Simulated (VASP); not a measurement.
# In3B2H3 (P6/mmm) in VASP: single point with PBE

Aim: the single point of In3B2H3 with PBE.

Program: VASP 6.6.1. These are calculated values, not measurements. Logs are shortened: lines on timing, memory, paths and dates and some standing lists are left out, and cuts for length are marked.

### Step 1. The cell of the first run

The structure is hexagonal, space group P6/mmm (No. 191). The conventional cell has a = 7.805 Å, b = 7.805 Å, c = 3.933 Å, α = 90.00°, β = 90.00°, γ = 120.00°. Within 2.6 Å of In (site symmetry mmm) lie 2 H at 1.97 Å and 2 B at 2.25 Å. Within 3.0 Å of B (site symmetry -6m2) lie 3 In at 2.25 Å and 6 H at 2.99 Å. Within 2.6 Å of H (site symmetry mmm) lie 2 In at 1.97 Å.

### Step 2. Single point, PBE

INCAR

```
PREC = Accurate ; ENCUT = 500
EDIFF = 1E-6 ; ISMEAR = 0
SIGMA = 0.15 ; LREAL = False
LASPH = True ; NELM = 120
ALGO = Normal ; ISIF = 2
LWAVE = False ; LCHARG = True
GGA = PE ; LELF = True
LVHAR = True ; NBANDS = 34
GGA_COMPAT = False
```

KPOINTS

```
Automatic mesh
0
Gamma
  2 2 3
```

POSCAR

```
In3B2H3
1.0
    7.8049527525      0.0000000000      0.0000000000
   -3.9024763763      6.7592873590      0.0000000000
    0.0000000000      0.0000000000      3.9328099612
In B H
3 2 3
Direct
    0.5000000000      0.0000000000      0.5000000000
    0.0000000000      0.5000000000      0.5000000000
    0.5000000000      0.5000000000      0.5000000000
    0.3333333333      0.6666666667      0.5000000000
    0.6666666667      0.3333333333      0.5000000000
    0.5000000000      0.0000000000      0.0000000000
    0.0000000000      0.5000000000      0.0000000000
    0.5000000000      0.5000000000      0.0000000000
```

Potentials or basis: VASP PAW PBE potentials, release 64 (In_d, B, H).

Started as:

```console
$ cat potpaw_PBE.64/In_d/POTCAR potpaw_PBE.64/B/POTCAR potpaw_PBE.64/H/POTCAR > POTCAR
$ mpirun -np 1 vasp_std > vasp.out
```

OUTCAR:

```text
PREC = Accurate
   ENCUT = 500
   EDIFF = 1E-6
   ISMEAR = 0
   LREAL = False
   LASPH = True
   NELM = 120
   ISIF = 2
   GGA = PE

 ion  position               nearest neighbor table
   1  0.500  0.000  0.500-   6 1.97   6 1.97   4 2.25   5 2.25   2 3.90   2 3.90   3 3.90   3 3.90

   2  0.000  0.500  0.500-   7 1.97   7 1.97   4 2.25   5 2.25   1 3.90   1 3.90   3 3.90   3 3.90

   3  0.500  0.500  0.500-   8 1.97   8 1.97   4 2.25   5 2.25   2 3.90   2 3.90   1 3.90   1 3.90

   4  0.333  0.667  0.500-   2 2.25   1 2.25   3 2.25
   5  0.667  0.333  0.500-   2 2.25   1 2.25   3 2.25
   6  0.500  0.000  0.000-   1 1.97   1 1.97
   7  0.000  0.500  0.000-   2 1.97   2 1.97
   8  0.500  0.500  0.000-   3 1.97   3 1.97

  LATTYP: Found a hexagonal cell.
 ALAT       =     7.8049527525
 C/A-ratio  =     0.5038864534

  Lattice vectors:

 A1 = (   7.8049527525,   0.0000000000,   0.0000000000)
 A2 = (  -3.9024763763,   6.7592873590,   0.0000000000)
 A3 = (   0.0000000000,   0.0000000000,   3.9328099612)

Analysis of symmetry for initial positions (statically):
=====================================================================
 Subroutine PRICEL returns:
 Original cell was already a primitive cell.

 Routine SETGRP: Setting up the symmetry group for a
 hexagonal supercell.

 Subroutine GETGRP returns: Found 24 space group operations
 (whereof 24 operations were pure point group operations)
 out of a pool of 24 trial point group operations.

The static configuration has the point symmetry D_6h.

Analysis of symmetry for dynamics (positions and initial velocities):
=====================================================================
 Subroutine PRICEL returns:
 Original cell was already a primitive cell.

 Routine SETGRP: Setting up the symmetry group for a
 hexagonal supercell.

 Subroutine GETGRP returns: Found 24 space group operations
 (whereof 24 operations were pure point group operations)
 out of a pool of 24 trial point group operations.

The dynamic configuration has the point symmetry D_6h.

 Subroutine INISYM returns: Found 24 space group operations
 (whereof 24 operations are pure point group operations),
 and found     1 'primitive' translations

----------------------------------------------------------------------------------------

                                     Primitive cell

  volume of cell :     207.4790

  direct lattice vectors                    reciprocal lattice vectors
     7.804952753  0.000000000  0.000000000     0.128123774  0.073972295  0.000000000
    -3.902476376  6.759287359  0.000000000     0.000000000  0.147944590  0.000000000
     0.000000000  0.000000000  3.932809961     0.000000000  0.000000000  0.254271122

  length of vectors
     7.804952753  7.804952753  3.932809961     0.147944590  0.147944590  0.254271122

  position of ions in fractional coordinates (direct lattice)
     0.500000000  0.000000000  0.500000000
     0.000000000  0.500000000  0.500000000
     0.500000000  0.500000000  0.500000000
     0.333333333  0.666666667  0.500000000
     0.666666667  0.333333333  0.500000000
     0.500000000  0.000000000  0.000000000
     0.000000000  0.500000000  0.000000000
     0.500000000  0.500000000  0.000000000

  ion indices of the primitive-cell ions
   primitive index   ion index
                 1           1
                 2           2
                 3           3
                 4           4
                 5           5
                 6           6
                 7           7
                 8           8

----------------------------------------------------------------------------------------

 KPOINTS: Automatic mesh

Automatic generation of k-mesh.
 Grid dimensions read from file:
 generate k-points for:    2    2    3

 Generating k-lattice:

  Cartesian coordinates                     Fractional coordinates (reciprocal lattice)
     0.064061887  0.036986148  0.000000000     0.500000000  0.000000000  0.000000000
     0.000000000  0.073972295  0.000000000     0.000000000  0.500000000  0.000000000
     0.000000000  0.000000000  0.084757041     0.000000000  0.000000000  0.333333333

  Length of vectors
     0.073972295  0.073972295  0.084757041

  Shift w.r.t. Gamma in fractional coordinates (k-lattice)
     0.000000000  0.000000000  0.000000000

 Subroutine IBZKPT returns following result:
 ===========================================

 Found      4 irreducible k-points:

 Following reciprocal coordinates:
            Coordinates               Weight
  0.000000  0.000000  0.000000      1.000000
  0.500000  0.000000  0.000000      3.000000
  0.000000  0.000000  0.333333      2.000000
  0.500000  0.000000  0.333333      6.000000
   k-points           NKPTS =      4   k-points in BZ     NKDIM =      4   number of bands    NBANDS=     34
   number of dos      NEDOS =    301   number of ions     NIONS =      8
   total plane-waves  NPLWV = 108000
   dimension x,y,z NGX =    60 NGY =   60 NGZ =   30
   dimension x,y,z NGXF=   120 NGYF=  120 NGZF=   60
   ions per type =               3   2   3
   NGX,Y,Z   is equivalent  to a cutoff of  12.78, 12.78, 12.68 a.u.
   NGXF,Y,Z  is equivalent  to a cutoff of  25.56, 25.56, 25.36 a.u.
 SYSTEM =  unknown system
   PREC   = accura    normal or accurate (medium, high low for compatibility)
   ISTART =      0    job   : 0-new  1-cont  2-samecut
   ICHARG =      2    charge: 1-file 2-atom 10-const
   ISPIN  =      1    spin polarized calculation?
   LNONCOLLINEAR =      F non collinear calculations
   LSORBIT =      F    spin-orbit coupling
   LASPH  =      T    aspherical Exc in radial PAW
   ENCUT  =  500.0 eV  36.75 Ry    6.06 a.u.  14.23 14.23  7.17*2*pi/ulx,y,z
   NELM   =    120;   NELMIN=  2; NELMDL= -5     # of ELM steps
   EDIFF  = 0.1E-05   stopping-criterion for ELM
   LREAL  =      F    real-space projection
   EDIFFG = 0.1E-04   stopping-criterion for IOM
   NSW    =      0    number of steps for IOM
   IBRION =     -1    ionic relax: 0-MD 1-quasi-New 2-CG
   NFREE  =      0    steps in history (QN), initial steepest desc. (CG)
   ISIF   =      2    stress and relaxation
   ISYM   =      2    0-nonsym 1-usesym 2-fastsym
   POTIM  = 0.5000    time-step for ionic-motion
   TEBEG  =    0.0;   TEEND  =   0.0 temperature during run
   PSTRESS=    0.0 pullay stress
   NELECT =      48.0000    total number of electrons
   NUPDOWN=      -1.0000    fix difference up-down
   EMIN   =  10.00;   EMAX   =-10.00  energy-range for DOS
   EFERMI =   0.00;   METHOD = LEGACY
   ISMEAR =     0;   SIGMA  =   0.15  broadening in eV -4-tet -1-fermi 0-gaus
   EFERMI_NEDOS =   21; number of points for ismear=-14 and -15
   IALGO  =     38    algorithm
   IMIX   =      4    mixing-type and parameters
     AMIX     =   0.40;   BMIX     =  1.00
     AMIX_MAG =   1.60;   BMIX_MAG =  1.00
  volume/ion in A,a.u.               =      25.93       175.02
  Fermi-wavevector in a.u.,A,eV,Ry     =   1.004995  1.899165 13.742085  1.010015
  Thomas-Fermi vector in A             =   2.137646
   LORBIT       =      0    0 simple, 1 ext, 2 COOP (PROOUT), +10 PAW based schemes
   GGA     = PE    functional components
   LHFCALC =     F    Hartree Fock is set to
   AEXX    =    0.0000 exact exchange contribution
   IVDW    =     0    specifies the selected vdW correction
   LEPSILON=     F    determine dielectric tensor
   LRPA    =     F    only Hartree local field effects (RPA)
 non-spin polarized calculation
 Gauss-broadening in eV      SIGMA  =   0.15
  energy-cutoff  :      500.00
  volume of cell :      207.48
 maximum number of plane-waves:      5289
 NGX is ok and might be reduce to    60
   NGX = 29   NGY = 29   NGZ = 15

 number of electron      48.0000034 magnetization

 Free energy of the ion-electron system (eV)
  ---------------------------------------------------
  ext. energy  EPLUGINS =         0.00000000
  ---------------------------------------------------
  free energy    TOTEN  =       -23.37572577 eV

  energy without entropy =      -23.35473111  energy(sigma->0) =      -23.36522844

 E-fermi :   1.7511     XC(G=0):  -6.7518

 val. band max:        1.5862739708   @ k =   0.5000   0.0000   0.0000
 cond. band min:       1.8135806356   @ k =   0.0000   0.0000   0.0000
 fundamental gap:      0.2273066648
 Fermi energy:         1.7510630681

 k-point     1 :       0.0000    0.0000    0.0000
  band No.  band energies     occupation
      1     -13.3345      2.00000
      2     -13.2462      2.00000
      3     -13.2393      2.00000
      4     -13.2393      2.00000
      5     -13.1567      2.00000
      6     -13.1567      2.00000
      7     -13.0415      2.00000
      8     -13.0415      2.00000
      9     -13.0298      2.00000
     10     -13.0114      2.00000
     11     -13.0114      2.00000
     12     -12.9331      2.00000
     13     -12.9069      2.00000
     14     -12.8549      2.00000
     15     -12.8549      2.00000
     16      -7.5222      2.00000
     17      -5.4585      2.00000
     18      -5.3143      2.00000
     19      -5.3143      2.00000
     20      -0.8476      2.00000
     21      -0.8476      2.00000
     22      -0.0928      2.00000
     23       1.8136      0.55558
     24       2.5581      0.00000
     25       2.5581      0.00000
     26       2.9447      0.00000
     27       2.9447      0.00000
     28       3.2934      0.00000
     29       3.7754      0.00000
     30       5.0909      0.00000
     31       6.0047      0.00000
     32       6.0047      0.00000
     33       6.5965      0.00000
     34       7.7102      0.00000

 k-point     2 :       0.5000    0.0000    0.0000
  band No.  band energies     occupation
      1     -13.2798      2.00000
      2     -13.2454      2.00000
      3     -13.2373      2.00000
      4     -13.2360      2.00000
      5     -13.1957      2.00000
      6     -13.1391      2.00000
      7     -13.0413      2.00000
      8     -13.0373      2.00000
      9     -13.0337      2.00000
     10     -13.0326      2.00000
     11     -13.0031      2.00000
     12     -12.9621      2.00000
     13     -12.8896      2.00000
     14     -12.8726      2.00000
     15     -12.8552      2.00000
     16      -7.1939      2.00000
     17      -6.7428      2.00000
     18      -5.3591      2.00000
     19      -3.5673      2.00000
     20      -2.2536      2.00000
     21      -0.3016      2.00000
     22       0.8112      2.00000
     23       1.5168      1.97280
     24       1.5863      1.87973
     25       2.1848      0.00004
     26       2.6424      0.00000
     27       3.1080      0.00000
     28       3.7356      0.00000
     29       4.1050      0.00000
     30       5.2024      0.00000
     31       5.5576      0.00000
     32       5.9864      0.00000
     33       6.8567      0.00000
     34       7.5922      0.00000

 k-point     3 :       0.0000    0.0000    0.3333
  band No.  band energies     occupation
      1     -13.3123      2.00000
      2     -13.1586      2.00000
      3     -13.1586      2.00000
      4     -13.1147      2.00000
      5     -13.0956      2.00000
      6     -13.0956      2.00000
      7     -13.0631      2.00000
      8     -13.0631      2.00000
      9     -13.0489      2.00000
     10     -12.9870      2.00000
     11     -12.9870      2.00000
     12     -12.9356      2.00000
     13     -12.9320      2.00000
     14     -12.8749      2.00000
     15     -12.8749      2.00000
     16      -6.6903      2.00000
     17      -5.1250      2.00000
     18      -4.3451      2.00000
     19      -4.3451      2.00000
     20      -2.8631      2.00000
     21      -1.1477      2.00000
     22      -1.1477      2.00000
     23      -0.4616      2.00000
     24      -0.4616      2.00000
     25       1.5843      1.88421
     26       2.2149      0.00001
     27       3.6376      0.00000
     28       3.6376      0.00000
     29       3.7597      0.00000
     30       5.9101      0.00000
     31       6.1279      0.00000
     32       6.3032      0.00000
     33       6.3032      0.00000
     34       6.8221      0.00000

 k-point     4 :       0.5000    0.0000    0.3333
  band No.  band energies     occupation
      1     -13.2542      2.00000
      2     -13.1927      2.00000
      3     -13.1511      2.00000
      4     -13.1089      2.00000
      5     -13.0887      2.00000
      6     -13.0672      2.00000
      7     -13.0628      2.00000
      8     -13.0580      2.00000
      9     -13.0536      2.00000
     10     -13.0262      2.00000
     11     -13.0010      2.00000
     12     -12.9553      2.00000
     13     -12.9156      2.00000
     14     -12.8958      2.00000
     15     -12.8753      2.00000
     16      -6.3957      2.00000
     17      -5.9970      2.00000
     18      -4.3909      2.00000
     19      -3.2829      2.00000
     20      -2.8548      2.00000
     21      -1.4658      2.00000
     22      -1.2235      2.00000
     23      -0.8989      2.00000
     24       0.0069      2.00000
     25       1.9984      0.01971
     26       2.5171      0.00000
     27       2.6236      0.00000
     28       3.1790      0.00000
     29       4.5102      0.00000
     30       4.8728      0.00000
     31       5.2678      0.00000
     32       6.5711      0.00000
     33       6.7968      0.00000
     34       7.6658      0.00000

------------------------ aborting loop because EDIFF is reached ----------------------------------------

  FORCE on cell =-STRESS in cart. coord.  units (eV):
  Direction    XX          YY          ZZ          XY          YZ          ZX
  --------------------------------------------------------------------------------------
  -------------------------------------------------------------------------------------
  Total       -0.1716337     -0.1716337     -0.3824244      0.0000000      0.0000000      0.0000000
  in kB       -1.3253753     -1.3253753     -2.9531264      0.0000000      0.0000000      0.0000000
  external PRESSURE =      -1.8679590 kB  Pullay stress =       0.0000000 kB

 VOLUME and BASIS-vectors are now :
 -----------------------------------------------------------------------------
  energy-cutoff  :      500.00
  volume of cell :      207.48
      direct lattice vectors                 reciprocal lattice vectors
     7.804952753  0.000000000  0.000000000     0.128123774  0.073972295  0.000000000
    -3.902476376  6.759287359  0.000000000     0.000000000  0.147944590  0.000000000
     0.000000000  0.000000000  3.932809961     0.000000000  0.000000000  0.254271122

 POSITION                                       TOTAL-FORCE (eV/Angst)
 -----------------------------------------------------------------------------------
      3.90248      0.00000      1.96640         0.000000      0.000000      0.000000
     -1.95124      3.37964      1.96640        -0.000000      0.000000      0.000000
      1.95124      3.37964      1.96640         0.000000      0.000000      0.000000
     -0.00000      4.50619      1.96640         0.000000     -0.000000      0.000000
      3.90248      2.25310      1.96640        -0.000000      0.000000      0.000000
      3.90248      0.00000      0.00000         0.000000      0.000000      0.000000
     -1.95124      3.37964      0.00000         0.000000      0.000000      0.000000
      1.95124      3.37964      0.00000         0.000000      0.000000      0.000000
 -----------------------------------------------------------------------------------
    total drift:                                0.000000      0.000000      0.000000

  FREE ENERGIE OF THE ION-ELECTRON SYSTEM (eV)
  ---------------------------------------------------
  free  energy   TOTEN  =       -23.3757257722 eV

  energy  without entropy=      -23.3547311096  energy(sigma->0) =      -23.36522844
```

Wall time 72 s (1 thread of Intel Xeon 8259CL, shared host); peak memory 0.32 GiB.

What came out:

| Item | Value |
| --- | --- |
| Free energy | -23.3757 eV |
| Pressure | -0.2 GPa |
| Band gap on the k mesh | zero (band 24 reaches 2.56 eV, above the bottom of band 25 at 1.58 eV) |

Levels at points of the mesh, in eV from the Fermi level:
```
           k point  band 22  band 23  band 24  band 25  band 26  band 27
(0.00, 0.00, 0.00)    -1.84     0.06     0.81     0.81     1.19     1.19
(0.50, 0.00, 0.00)    -0.94    -0.23    -0.16     0.43     0.89     1.36
```

Caveat: the k points lie up to 0.53 Å⁻¹ apart; spin-orbit coupling is left out, which moves the levels of the heavy elements.
